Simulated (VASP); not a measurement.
# BeS (F-43m) in VASP: further runs

BeS is run at these levels: PBE; tasks: single point.

Everything below comes from runs of VASP 6.6.1. Logs are shortened: lines on timing, memory, paths and dates and some standing lists are left out, and cuts for length are marked.

**1. The cell of the first run**

Symmetry: F-43m, No. 216, cubic system. Conventional cell: a = 4.940 Å, b = 4.940 Å, c = 4.940 Å, α = 90.00°, β = 90.00°, γ = 90.00°. Within 2.8 Å of Be (site symmetry -43m) lie 4 S at 2.14 Å. S (site symmetry -43m) has 4 Be at 2.14 Å within 2.8 Å.

**2. Single point, PBE (Se replaced by S, lengths x 0.958, strained)**

The input, INCAR:

```
  PREC = Accurate
  ENCUT = 600
  EDIFF = 1E-6
  ISMEAR = 0
  SIGMA = 0.1
  LREAL = False
  LASPH = True
  NELM = 120
  ALGO = Normal
  ISIF = 2
  LWAVE = False
  LCHARG = True
  GGA = PE
  LELF = True
  LVHAR = True
  NBANDS = 11
  GGA_COMPAT = False
```

The input, KPOINTS:

```
Automatic mesh
0
Gamma
  6 6 6
```

The input, POSCAR:

```
BeS
1.0
    0.0000000000      2.4699941500      2.4699941500
    2.4699941500      0.0000000000      2.4699941500
    2.4699941500      2.4699941500      0.0000000000
Be S
1 1
Direct
    0.0000000000      0.0000000000      0.0000000000
    0.7500000000      0.7500000000      0.7500000000
```

Potentials or basis: VASP PAW PBE potentials, release 64 (Be, S).

Command:

```
> cat potpaw_PBE.64/Be/POTCAR potpaw_PBE.64/S/POTCAR > POTCAR
> mpirun -np 1 vasp_std > vasp.out
```

OUTCAR:

```text
PREC = Accurate
   ENCUT = 600
   EDIFF = 1E-6
   ISMEAR = 0
   LREAL = False
   LASPH = True
   NELM = 120
   ISIF = 2
   GGA = PE

 ion  position               nearest neighbor table
   1  0.000  0.000  0.000-   2 2.14   2 2.14   2 2.14   2 2.14
   2  0.750  0.750  0.750-   1 2.14   1 2.14   1 2.14   1 2.14

  LATTYP: Found a face centered cubic cell.
 ALAT       =     4.9399883000

  Lattice vectors:

 A1 = (   0.0000000000,   2.4699941500,   2.4699941500)
 A2 = (   2.4699941500,   0.0000000000,   2.4699941500)
 A3 = (   2.4699941500,   2.4699941500,   0.0000000000)

Analysis of symmetry for initial positions (statically):
=====================================================================
 Subroutine PRICEL returns:
 Original cell was already a primitive cell.

 Routine SETGRP: Setting up the symmetry group for a
 face centered cubic supercell.

 Subroutine GETGRP returns: Found 24 space group operations
 (whereof 24 operations were pure point group operations)
 out of a pool of 48 trial point group operations.

The static configuration has the point symmetry T_d .

Analysis of symmetry for dynamics (positions and initial velocities):
=====================================================================
 Subroutine PRICEL returns:
 Original cell was already a primitive cell.

 Routine SETGRP: Setting up the symmetry group for a
 face centered cubic supercell.

 Subroutine GETGRP returns: Found 24 space group operations
 (whereof 24 operations were pure point group operations)
 out of a pool of 48 trial point group operations.

The dynamic configuration has the point symmetry T_d .

 Subroutine INISYM returns: Found 24 space group operations
 (whereof 24 operations are pure point group operations),
 and found     1 'primitive' translations

----------------------------------------------------------------------------------------

                                     Primitive cell

  volume of cell :      30.1382

  direct lattice vectors                    reciprocal lattice vectors
     0.000000000  2.469994150  2.469994150    -0.202429629  0.202429629  0.202429629
     2.469994150  0.000000000  2.469994150     0.202429629 -0.202429629  0.202429629
     2.469994150  2.469994150  0.000000000     0.202429629  0.202429629 -0.202429629

  length of vectors
     3.493099226  3.493099226  3.493099226     0.350618403  0.350618403  0.350618403

  position of ions in fractional coordinates (direct lattice)
     0.000000000  0.000000000  0.000000000
     0.750000000  0.750000000  0.750000000

  ion indices of the primitive-cell ions
   primitive index   ion index
                 1           1
                 2           2

----------------------------------------------------------------------------------------

 KPOINTS: Automatic mesh

Automatic generation of k-mesh.
 Grid dimensions read from file:
 generate k-points for:    6    6    6

 Generating k-lattice:

  Cartesian coordinates                     Fractional coordinates (reciprocal lattice)
    -0.033738272  0.033738272  0.033738272     0.166666667  0.000000000  0.000000000
     0.033738272 -0.033738272  0.033738272     0.000000000  0.166666667  0.000000000
     0.033738272  0.033738272 -0.033738272     0.000000000  0.000000000  0.166666667

  Length of vectors
     0.058436400  0.058436400  0.058436400

  Shift w.r.t. Gamma in fractional coordinates (k-lattice)
     0.000000000  0.000000000  0.000000000

 Subroutine IBZKPT returns following result:
 ===========================================

 Found     16 irreducible k-points:

 Following reciprocal coordinates:
            Coordinates               Weight
  0.000000  0.000000  0.000000      1.000000
  0.166667  0.000000  0.000000      8.000000
  0.333333  0.000000  0.000000      8.000000
  0.500000  0.000000  0.000000      4.000000
  0.166667  0.166667  0.000000      6.000000
  0.333333  0.166667  0.000000     24.000000
[... 8 lines left out ...]
 -0.333333  0.333333  0.166667     24.000000
 -0.333333  0.500000  0.166667     12.000000
   k-points           NKPTS =     16   k-points in BZ     NKDIM =     16   number of bands    NBANDS=     11
   number of dos      NEDOS =    301   number of ions     NIONS =      2
   total plane-waves  NPLWV =  21952
   dimension x,y,z NGX =    28 NGY =   28 NGZ =   28
   dimension x,y,z NGXF=    56 NGYF=   56 NGZF=   56
   ions per type =               1   1
   NGX,Y,Z   is equivalent  to a cutoff of  13.33, 13.33, 13.33 a.u.
   NGXF,Y,Z  is equivalent  to a cutoff of  26.65, 26.65, 26.65 a.u.
 SYSTEM =  unknown system
   PREC   = accura    normal or accurate (medium, high low for compatibility)
   ISTART =      0    job   : 0-new  1-cont  2-samecut
   ICHARG =      2    charge: 1-file 2-atom 10-const
   ISPIN  =      1    spin polarized calculation?
   LNONCOLLINEAR =      F non collinear calculations
   LSORBIT =      F    spin-orbit coupling
   LASPH  =      T    aspherical Exc in radial PAW
   ENCUT  =  600.0 eV  44.10 Ry    6.64 a.u.   6.98  6.98  6.98*2*pi/ulx,y,z
   NELM   =    120;   NELMIN=  2; NELMDL= -5     # of ELM steps
   EDIFF  = 0.1E-05   stopping-criterion for ELM
   LREAL  =      F    real-space projection
   EDIFFG = 0.1E-04   stopping-criterion for IOM
   NSW    =      0    number of steps for IOM
   IBRION =     -1    ionic relax: 0-MD 1-quasi-New 2-CG
   NFREE  =      0    steps in history (QN), initial steepest desc. (CG)
   ISIF   =      2    stress and relaxation
   ISYM   =      2    0-nonsym 1-usesym 2-fastsym
   POTIM  = 0.5000    time-step for ionic-motion
   TEBEG  =    0.0;   TEEND  =   0.0 temperature during run
   PSTRESS=    0.0 pullay stress
   NELECT =       8.0000    total number of electrons
   NUPDOWN=      -1.0000    fix difference up-down
   EMIN   =  10.00;   EMAX   =-10.00  energy-range for DOS
   EFERMI =   0.00;   METHOD = LEGACY
   ISMEAR =     0;   SIGMA  =   0.10  broadening in eV -4-tet -1-fermi 0-gaus
   EFERMI_NEDOS =   21; number of points for ismear=-14 and -15
   IALGO  =     38    algorithm
   IMIX   =      4    mixing-type and parameters
     AMIX     =   0.40;   BMIX     =  1.00
     AMIX_MAG =   1.60;   BMIX_MAG =  1.00
  volume/ion in A,a.u.               =      15.07       101.69
  Fermi-wavevector in a.u.,A,eV,Ry     =   1.052121  1.988220 15.061078  1.106958
  Thomas-Fermi vector in A             =   2.187191
   LORBIT       =      0    0 simple, 1 ext, 2 COOP (PROOUT), +10 PAW based schemes
   GGA     = PE    functional components
   LHFCALC =     F    Hartree Fock is set to
   AEXX    =    0.0000 exact exchange contribution
   IVDW    =     0    specifies the selected vdW correction
   LEPSILON=     F    determine dielectric tensor
   LRPA    =     F    only Hartree local field effects (RPA)
 non-spin polarized calculation
 Gauss-broadening in eV      SIGMA  =   0.10
  energy-cutoff  :      600.00
  volume of cell :       30.14
 maximum number of plane-waves:      1018
   NGX = 13   NGY = 13   NGZ = 13

 number of electron       8.0000000 magnetization

 Free energy of the ion-electron system (eV)
  ---------------------------------------------------
  ext. energy  EPLUGINS =         0.00000000
  ---------------------------------------------------
  free energy    TOTEN  =        -9.99904306 eV

  energy without entropy =       -9.99904306  energy(sigma->0) =       -9.99904306

 E-fermi :   4.1304     XC(G=0):  -9.5035

 val. band max:        3.6215913282   @ k =   0.0000   0.0000   0.0000
 cond. band min:       6.8480368148   @ k =   0.5000   0.5000   0.0000
 fundamental gap:      3.2264454866
 Fermi energy:         4.1304039961

 k-point     1 :       0.0000    0.0000    0.0000
  band No.  band energies     occupation
      1      -9.7125      2.00000
      2       3.6216      2.00000
      3       3.6216      2.00000
      4       3.6216      2.00000
      5       9.0493      0.00000
      6       9.3062      0.00000
      7       9.3062      0.00000
      8       9.3062      0.00000
      9      16.3245      0.00000
     10      16.3245      0.00000
     11      18.0666      0.00000

 k-point     2 :       0.1667    0.0000    0.0000
  band No.  band energies     occupation
      1      -9.4250      2.00000
      2       1.8305      2.00000
      3       3.3223      2.00000
      4       3.3223      2.00000
      5       9.0551      0.00000
      6       9.8349      0.00000
      7       9.8349      0.00000
      8      11.1069      0.00000
      9      15.4419      0.00000
     10      15.4419      0.00000
     11      17.9090      0.00000

 k-point     3 :       0.3333    0.0000    0.0000
  band No.  band energies     occupation
      1      -8.7168      2.00000
      2      -0.6829      2.00000
      3       2.8534      2.00000
      4       2.8534      2.00000
      5       8.9518      0.00000
      6      10.2620      0.00000
      7      10.2620      0.00000
      8      13.6441      0.00000
      9      16.1151      0.00000
     10      16.1151      0.00000
     11      17.5185      0.00000

 k-point     4 :       0.5000    0.0000    0.0000
  band No.  band energies     occupation
      1      -8.2491      2.00000
      2      -1.8203      2.00000
      3       2.6607      2.00000
      4       2.6607      2.00000
      5       8.8981      0.00000
      6      10.1883      0.00000
      7      10.1883      0.00000
      8      14.5584      0.00000
      9      18.3036      0.00000
     10      18.3036      0.00000
     11      18.3269      0.00000

 k-point     5 :       0.1667    0.1667    0.0000
  band No.  band energies     occupation
      1      -9.3293      2.00000
      2       2.1315      2.00000
      3       2.7686      2.00000
      4       2.7686      2.00000
      5       8.6269      0.00000
      6      10.5206      0.00000
      7      10.7724      0.00000
      8      10.7724      0.00000
      9      13.9183      0.00000
     10      16.8958      0.00000
     11      19.1034      0.00000
[... 99 lines left out ...]
 k-point    13 :       0.5000    0.5000    0.0000
  band No.  band energies     occupation
      1      -7.7576      2.00000
      2      -1.1241      2.00000
      3       1.1648      2.00000
      4       1.1648      2.00000
      5       6.8480      0.00000
      6       8.5766      0.00000
      7      15.9576      0.00000
      8      15.9576      0.00000
      9      18.4662      0.00000
     10      19.7672      0.00000
     11      20.1877      0.00000

 k-point    14 :       0.5000    0.3333    0.1667
  band No.  band energies     occupation
      1      -8.1992      2.00000
      2      -0.5281      2.00000
      3       0.8317      2.00000
      4       1.8532      2.00000
      5       9.3528      0.00000
      6      10.6629      0.00000
      7      11.1854      0.00000
      8      13.6490      0.00000
      9      15.9267      0.00000
     10      17.8614      0.00000
     11      19.8314      0.00000

 k-point    15 :      -0.3333    0.3333    0.1667
  band No.  band energies     occupation
      1      -7.8618      2.00000
      2      -0.9514      2.00000
      3       0.3919      2.00000
      4       1.4145      2.00000
      5       9.7960      0.00000
      6      10.5306      0.00000
      7      12.7864      0.00000
      8      13.7095      0.00000
      9      14.5881      0.00000
     10      18.6853      0.00000
     11      19.5134      0.00000

 k-point    16 :      -0.3333    0.5000    0.1667
  band No.  band energies     occupation
      1      -7.7238      2.00000
      2      -0.7285      2.00000
      3       0.4348      2.00000
      4       0.6694      2.00000
      5       8.7728      0.00000
      6      10.2558      0.00000
      7      13.3666      0.00000
      8      13.8315      0.00000
      9      17.5319      0.00000
     10      17.7961      0.00000
     11      20.2047      0.00000

------------------------ aborting loop because EDIFF is reached ----------------------------------------

  FORCE on cell =-STRESS in cart. coord.  units (eV):
  Direction    XX          YY          ZZ          XY          YZ          ZX
  --------------------------------------------------------------------------------------
  -------------------------------------------------------------------------------------
  Total       -0.6200233     -0.6200233     -0.6200233     -0.0000000     -0.0000000     -0.0000000
  in kB      -32.9610314    -32.9610314    -32.9610314     -0.0000000     -0.0000000     -0.0000000
  external PRESSURE =     -32.9610314 kB  Pullay stress =       0.0000000 kB

 VOLUME and BASIS-vectors are now :
 -----------------------------------------------------------------------------
  energy-cutoff  :      600.00
  volume of cell :       30.14
      direct lattice vectors                 reciprocal lattice vectors
     0.000000000  2.469994150  2.469994150    -0.202429629  0.202429629  0.202429629
     2.469994150  0.000000000  2.469994150     0.202429629 -0.202429629  0.202429629
     2.469994150  2.469994150  0.000000000     0.202429629  0.202429629 -0.202429629

 POSITION                                       TOTAL-FORCE (eV/Angst)
 -----------------------------------------------------------------------------------
      0.00000      0.00000      0.00000        -0.000000     -0.000000     -0.000000
      3.70499      3.70499      3.70499         0.000000      0.000000      0.000000
 -----------------------------------------------------------------------------------
    total drift:                                0.000000      0.000000      0.000000

  FREE ENERGIE OF THE ION-ELECTRON SYSTEM (eV)
  ---------------------------------------------------
  free  energy   TOTEN  =        -9.9990430558 eV

  energy  without entropy=       -9.9990430558  energy(sigma->0) =       -9.99904306
```

Wall time 4.2 s (1 thread of Intel Xeon 6975P-C (Granite Rapids), shared host); peak memory 0.14 GiB.

What came out:

- Free energy: -9.9990 eV
- Pressure: -3.3 GPa
- Band gap on the k mesh: 3.23 eV, indirect (least direct gap 5.43 eV)

Caveat: the cell differs from its parent crystal (Se replaced by S, lengths x 0.958, strained).

**3. Single point, PBE (Se replaced by S, lengths x 0.958, strained)**

The input, INCAR:

```
PREC = Accurate
ENCUT = 600
EDIFF = 1E-6
ISMEAR = 0
SIGMA = 0.02
LREAL = False
LASPH = True
NELM = 120
ALGO = Normal
ISIF = 2
LWAVE = False
LCHARG = False
GGA = PE
NBANDS = 11
GGA_COMPAT = False
```

The input, KPOINTS:

```
Automatic mesh
0
Gamma
  8 8 8
```

POSCAR is that of step 2.

Potentials or basis: VASP PAW PBE potentials, release 64 (Be, S).

Command:

```
> cat potpaw_PBE.64/Be/POTCAR potpaw_PBE.64/S/POTCAR > POTCAR
> mpirun -np 1 vasp_std > vasp.out
```

Run time: 4.8 s. Hardware: 1 thread of Intel Xeon 6975P-C (Granite Rapids), shared host; peak memory 0.14 GiB.

It converged, with:

* Free energy: -10.0014 eV
* Pressure: -3.3 GPa
* Band gap on the k mesh: 3.23 eV, indirect (least direct gap 5.43 eV)

Levels at points of the mesh, in eV from the valence-band top:
| k point | band 1 | band 2 | band 3 | band 4 | band 5 | band 6 | band 7 | band 8 |
| --- | --- | --- | --- | --- | --- | --- | --- | --- |
| (0.00, 0.00, 0.00) | -13.33 | 0.00 | 0.00 | 0.00 | 5.43 | 5.69 | 5.69 | 5.69 |
| (0.50, 0.00, 0.00) | -11.87 | -5.44 | -0.96 | -0.96 | 5.28 | 6.57 | 6.57 | 10.94 |
| (0.50, 0.50, 0.00) | -11.38 | -4.75 | -2.46 | -2.46 | 3.23 | 4.96 | 12.34 | 12.34 |

Caveat: the cell differs from its parent crystal (Se replaced by S, lengths x 0.958, strained). A k mesh can miss the band edges.
